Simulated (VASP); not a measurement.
# Sb2Br4O (I4/mmm) in VASP: single point with PBE

Aim: the single point of Sb2Br4O with PBE.

All numbers are computed with VASP 6.6.1; they aren't measurements. Logs are shortened: lines on timing, memory, paths and dates and some standing lists are left out, and cuts for length are marked.

## Step 1: The cell of the first run

It takes space group I4/mmm (No. 139, tetragonal). The conventional cell has a = 4.893 Å, b = 4.893 Å, c = 17.163 Å, α = 90.00°, β = 90.00°, γ = 90.00°. Br (site symmetry 4mm) has 1 O at 2.96 Å and 5 Sb at 3.27 to 3.51 Å and 4 Br at 3.84 Å within 3.9 Å. Within 3.2 Å of Br (site symmetry mmm) lie 2 O at 2.45 Å. O (site symmetry 4/mmm) has 6 Br at 2.45 to 2.96 Å within 3.2 Å. Sb (site symmetry 4mm) has 9 Br at 3.27 to 3.51 Å and 4 O at 4.18 Å within 4.3 Å.

## Step 2: Single point, PBE

INCAR

```
SYSTEM = Sb2Br4O
PREC = Accurate
ENCUT = 520
EDIFF = 1E-6
ISMEAR = 1
SIGMA = 0.2699
LREAL = .FALSE.
LASPH = .TRUE.
NELM = 60
ALGO = Normal
ISIF = 2
LWAVE = .FALSE.
LCHARG = .FALSE.
GGA = PE
NBANDS = 31
```

KPOINTS

```
Automatic mesh
0
G
  7 7 7
  0 0 0
```

POSCAR

```
Sb2Br4O
1.0
    0.0000000000      4.8928780000      0.0000000000
    4.8928780000      0.0000000000      0.0000000000
    2.4464390000      2.4464390000     -8.5816650000
Br O Sb
4 1 2
Direct
    0.3275100000      0.3275100000      0.3449800000
    0.6724900000      0.6724900000      0.6550200000
    0.5000000000      0.0000000000      0.0000000000
    0.0000000000      0.5000000000      0.0000000000
    0.5000000000      0.5000000000      0.0000000000
    0.1368000000      0.1368000000      0.7264000000
    0.8632000000      0.8632000000      0.2736000000
```

Potentials or basis: VASP PAW PBE potentials, release 64 (Br, O, Sb).

On the command line:

```
> cat potpaw_PBE.64/Br/POTCAR potpaw_PBE.64/O/POTCAR potpaw_PBE.64/Sb/POTCAR > POTCAR
> mpirun -np 1 vasp_std > vasp.out
```

OUTCAR:

```text
SYSTEM = Sb2Br4O
   PREC = Accurate
   ENCUT = 520
   EDIFF = 1E-6
   ISMEAR = 1
   LREAL = .FALSE.
   LASPH = .TRUE.
   NELM = 60
   ISIF = 2
   GGA = PE

 ion  position               nearest neighbor table
   1  0.328  0.328  0.345-   6 3.27
   2  0.672  0.672  0.655-   7 3.27
   3  0.500  0.000  0.000-
   4  0.000  0.500  0.000-
   5  0.500  0.500  0.000-
   6  0.137  0.137  0.726-   1 3.27
   7  0.863  0.863  0.274-   2 3.27

  LATTYP: Found a body centered tetragonal cell.
 ALAT       =     4.8928780000
 C/A-ratio  =     3.5078189156

  Lattice vectors:

 A1 = (  -2.4464390000,   2.4464390000,   8.5816650000)
 A2 = (   2.4464390000,  -2.4464390000,   8.5816650000)
 A3 = (   2.4464390000,   2.4464390000,  -8.5816650000)

Analysis of symmetry for initial positions (statically):
=====================================================================
 Subroutine PRICEL returns:
 Original cell was already a primitive cell.

 Routine SETGRP: Setting up the symmetry group for a
 body centered tetragonal supercell.

 Subroutine GETGRP returns: Found 16 space group operations
 (whereof 16 operations were pure point group operations)
 out of a pool of 16 trial point group operations.

The static configuration has the point symmetry D_4h.

Analysis of symmetry for dynamics (positions and initial velocities):
=====================================================================
 Subroutine PRICEL returns:
 Original cell was already a primitive cell.

 Routine SETGRP: Setting up the symmetry group for a
 body centered tetragonal supercell.

 Subroutine GETGRP returns: Found 16 space group operations
 (whereof 16 operations were pure point group operations)
 out of a pool of 16 trial point group operations.

The dynamic configuration has the point symmetry D_4h.

 Subroutine INISYM returns: Found 16 space group operations
 (whereof 16 operations are pure point group operations),
 and found     1 'primitive' translations

----------------------------------------------------------------------------------------

                                     Primitive cell

  volume of cell :     205.4472

  direct lattice vectors                    reciprocal lattice vectors
     0.000000000  4.892878000  0.000000000     0.000000000  0.204378691  0.058263752
     4.892878000  0.000000000  0.000000000     0.204378691  0.000000000  0.058263752
     2.446439000  2.446439000 -8.581665000     0.000000000  0.000000000 -0.116527504

  length of vectors
     4.892878000  4.892878000  9.252842900     0.212521326  0.212521326  0.116527504

  position of ions in fractional coordinates (direct lattice)
     0.327510000  0.327510000  0.344980000
     0.672490000  0.672490000  0.655020000
     0.500000000  0.000000000  0.000000000
     0.000000000  0.500000000  0.000000000
     0.500000000  0.500000000  0.000000000
     0.136800000  0.136800000  0.726400000
     0.863200000  0.863200000  0.273600000

  ion indices of the primitive-cell ions
   primitive index   ion index
                 1           1
                 2           2
                 3           3
                 4           4
                 5           5
                 6           6
                 7           7

----------------------------------------------------------------------------------------

 KPOINTS: Automatic mesh

Automatic generation of k-mesh.
 Grid dimensions read from file:
 generate k-points for:    7    7    7

 Generating k-lattice:

  Cartesian coordinates                     Fractional coordinates (reciprocal lattice)
     0.000000000  0.029196956  0.008323393     0.142857143  0.000000000  0.000000000
     0.029196956  0.000000000  0.008323393     0.000000000  0.142857143  0.000000000
     0.000000000  0.000000000 -0.016646786     0.000000000  0.000000000  0.142857143

  Length of vectors
     0.030360189  0.030360189  0.016646786

  Shift w.r.t. Gamma in fractional coordinates (k-lattice)
     0.000000000  0.000000000  0.000000000

 Subroutine IBZKPT returns following result:
 ===========================================

 Found     40 irreducible k-points:

 Following reciprocal coordinates:
            Coordinates               Weight
  0.000000  0.000000  0.000000      1.000000
  0.142857  0.000000  0.000000      8.000000
  0.285714  0.000000 -0.000000      8.000000
  0.428571  0.000000  0.000000      8.000000
  0.142857  0.142857  0.000000      8.000000
  0.285714  0.142857  0.000000     16.000000
[... 16 lines left out ...]
  0.285714  0.285714  0.142857      8.000000
  0.428571  0.285714  0.142857     16.000000
 [... further k-points ...]
   k-points           NKPTS =     40   k-points in BZ     NKDIM =     40   number of bands    NBANDS=     31
   number of dos      NEDOS =    301   number of ions     NIONS =      7
   total plane-waves  NPLWV =  90720
   dimension x,y,z NGX =    36 NGY =   36 NGZ =   70
   dimension x,y,z NGXF=    72 NGYF=   72 NGZF=  140
   ions per type =               4   1   2
   NGX,Y,Z   is equivalent  to a cutoff of  12.23, 12.23, 12.58 a.u.
   NGXF,Y,Z  is equivalent  to a cutoff of  24.46, 24.46, 25.15 a.u.
 SYSTEM =  Sb2Br4O
   PREC   = accura    normal or accurate (medium, high low for compatibility)
   ISTART =      0    job   : 0-new  1-cont  2-samecut
   ICHARG =      2    charge: 1-file 2-atom 10-const
   ISPIN  =      1    spin polarized calculation?
   LNONCOLLINEAR =      F non collinear calculations
   LSORBIT =      F    spin-orbit coupling
   LASPH  =      T    aspherical Exc in radial PAW
   ENCUT  =  520.0 eV  38.22 Ry    6.18 a.u.   9.10  9.10 17.20*2*pi/ulx,y,z
   NELM   =     60;   NELMIN=  2; NELMDL= -5     # of ELM steps
   EDIFF  = 0.1E-05   stopping-criterion for ELM
   LREAL  =      F    real-space projection
   EDIFFG = 0.1E-04   stopping-criterion for IOM
   NSW    =      0    number of steps for IOM
   IBRION =     -1    ionic relax: 0-MD 1-quasi-New 2-CG
   NFREE  =      0    steps in history (QN), initial steepest desc. (CG)
   ISIF   =      2    stress and relaxation
   ISYM   =      2    0-nonsym 1-usesym 2-fastsym
   POTIM  = 0.5000    time-step for ionic-motion
   TEBEG  =    0.0;   TEEND  =   0.0 temperature during run
   PSTRESS=    0.0 pullay stress
   NELECT =      44.0000    total number of electrons
   NUPDOWN=      -1.0000    fix difference up-down
   EMIN   =  10.00;   EMAX   =-10.00  energy-range for DOS
   EFERMI =   0.00;   METHOD = LEGACY
   ISMEAR =     1;   SIGMA  =   0.27  broadening in eV -4-tet -1-fermi 0-gaus
   EFERMI_NEDOS =   21; number of points for ismear=-14 and -15
   IALGO  =     38    algorithm
   IMIX   =      4    mixing-type and parameters
     AMIX     =   0.40;   BMIX     =  1.00
     AMIX_MAG =   1.60;   BMIX_MAG =  1.00
  volume/ion in A,a.u.               =      29.35       198.06
  Fermi-wavevector in a.u.,A,eV,Ry     =   0.979473  1.850935 13.052974  0.959367
  Thomas-Fermi vector in A             =   2.110328
   LORBIT       =      0    0 simple, 1 ext, 2 COOP (PROOUT), +10 PAW based schemes
   GGA     = PE    functional components
   LHFCALC =     F    Hartree Fock is set to
   AEXX    =    0.0000 exact exchange contribution
   IVDW    =     0    specifies the selected vdW correction
   LEPSILON=     F    determine dielectric tensor
   LRPA    =     F    only Hartree local field effects (RPA)
 non-spin polarized calculation
 Methfessel and Paxton  Order N= 1 SIGMA  =   0.27
  energy-cutoff  :      520.00
  volume of cell :      205.45
 maximum number of plane-waves:      5549
   NGX = 19   NGY = 19   NGZ = 35

 number of electron      43.9999998 magnetization

 Free energy of the ion-electron system (eV)
  ---------------------------------------------------
  ext. energy  EPLUGINS =         0.00000000
  ---------------------------------------------------
  free energy    TOTEN  =       -17.31904978 eV

  energy without entropy =      -17.30860401  energy(sigma->0) =      -17.31556785

 E-fermi :   2.9166     XC(G=0):  -8.7049

 val. band max:        2.9140501839   @ k =   0.0000   0.0000   0.0000
 cond. band min:       2.9333839218   @ k =   0.2857   0.0000  -0.0000
 fundamental gap:      0.0193337379
 Fermi energy:         2.9166020799

 k-point     1 :       0.0000    0.0000    0.0000
  band No.  band energies     occupation
      1     -14.7120      2.00000
      2     -11.9964      2.00000
      3     -11.9186      2.00000
      4     -11.8470      2.00000
      5     -11.6920      2.00000
      6      -6.3101      2.00000
[... 23 lines left out ...]
     30       8.1296     -0.00000
     31       8.7560      0.00000

 k-point     2 :       0.1429    0.0000    0.0000
  band No.  band energies     occupation
      1     -14.6645      2.00000
      2     -11.9933      2.00000
      3     -11.9724      2.00000
      4     -11.8454      2.00000
      5     -11.7321      2.00000
      6      -6.3071      2.00000
[... 23 lines left out ...]
     30       8.4885      0.00000
     31       9.0550      0.00000

 k-point     3 :       0.2857    0.0000   -0.0000
  band No.  band energies     occupation
      1     -14.5452      2.00000
      2     -12.2046      2.00000
      3     -11.9421      2.00000
      4     -11.8453      2.00000
      5     -11.7563      2.00000
      6      -6.2983      2.00000
[... 23 lines left out ...]
     30       9.0019      0.00000
     31       9.3671      0.00000

 k-point     4 :       0.4286    0.0000    0.0000
  band No.  band energies     occupation
      1     -14.4325      2.00000
      2     -12.4115      2.00000
      3     -11.9010      2.00000
      4     -11.8561      2.00000
      5     -11.7539      2.00000
      6      -6.2813      2.00000
[... 635 lines left out ...]
     30       8.6702      0.00000
     31       8.9205      0.00000

 k-point    23 :       0.2857    0.2857    0.1429
  band No.  band energies     occupation
      1     -14.3719      2.00000
      2     -12.2174      2.00000
      3     -12.0858      2.00000
      4     -11.8998      2.00000
      5     -11.8434      2.00000
      6      -6.2193      2.00000
[... 23 lines left out ...]
     30       9.2611      0.00000
     31       9.6431      0.00000

 k-point    24 :       0.4286    0.2857    0.1429
  band No.  band energies     occupation
      1     -14.2527      2.00000
      2     -12.3782      2.00000
      3     -12.1270      2.00000
      4     -11.8779      2.00000
      5     -11.8435      2.00000
      6      -6.2486      2.00000
[... 23 lines left out ...]
     30       8.9312      0.00000
     31      10.1299      0.00000

 [... further k-points ...]
[... 5 lines left out ...]
  --------------------------------------------------------------------------------------
  -------------------------------------------------------------------------------------
  Total       -7.1868949     -7.1868949     -7.0253172      0.0000000      0.0000000      0.0000000
  in kB      -56.0468933    -56.0468933    -54.7868319      0.0000000      0.0000000      0.0000000
  external PRESSURE =     -55.6268728 kB  Pullay stress =       0.0000000 kB

 VOLUME and BASIS-vectors are now :
 -----------------------------------------------------------------------------
  energy-cutoff  :      520.00
  volume of cell :      205.45
      direct lattice vectors                 reciprocal lattice vectors
     0.000000000  4.892878000  0.000000000     0.000000000  0.204378691  0.058263752
     4.892878000  0.000000000  0.000000000     0.204378691  0.000000000  0.058263752
     2.446439000  2.446439000 -8.581665000     0.000000000  0.000000000 -0.116527504

 POSITION                                       TOTAL-FORCE (eV/Angst)
 -----------------------------------------------------------------------------------
      2.44644      2.44644     -2.96050         0.000000      0.000000     -0.820430
      4.89288      4.89288     -5.62116        -0.000000     -0.000000      0.820430
      0.00000      2.44644      0.00000        -0.000000     -0.000000      0.000000
      2.44644      0.00000      0.00000        -0.000000     -0.000000      0.000000
      2.44644      2.44644      0.00000         0.000000      0.000000      0.000000
      2.44644      2.44644     -6.23372        -0.000000     -0.000000      0.173886
      4.89288      4.89288     -2.34794        -0.000000     -0.000000     -0.173886
 -----------------------------------------------------------------------------------
    total drift:                                0.000000      0.000000      0.000000

  FREE ENERGIE OF THE ION-ELECTRON SYSTEM (eV)
  ---------------------------------------------------
  free  energy   TOTEN  =       -17.3190497774 eV

  energy  without entropy=      -17.3086040071  energy(sigma->0) =      -17.31556785
```

It took 8.7 min on 1 thread of Oxide Virtual Turin-like, shared host; peak memory 0.39 GiB.

What came out:

```
Free energy            : -17.3190 eV
Pressure               : -5.6 GPa
Largest force          : 0.820 eV/Å
Band gap on the k mesh : zero (bands 22 and 23 overlap by 1.14 eV)
```

Forces on the atoms (eV/Å):
```
Br   0.000  0.000 -0.820
Br   0.000  0.000  0.820
Br   0.000  0.000  0.000
Br   0.000  0.000  0.000
O    0.000  0.000  0.000
Sb   0.000  0.000  0.174
Sb   0.000  0.000 -0.174
```

Levels at points of the mesh, in eV from the Fermi level:
```csv
k point,band 20,band 21,band 22,band 23,band 24,band 25
"(0.00, 0.00, 0.00)",-0.52,0.00,0.69,0.69,0.95,0.95
```

Caveat: the cell stands under tension; spin-orbit coupling is left out, which moves the levels of the heavy elements.
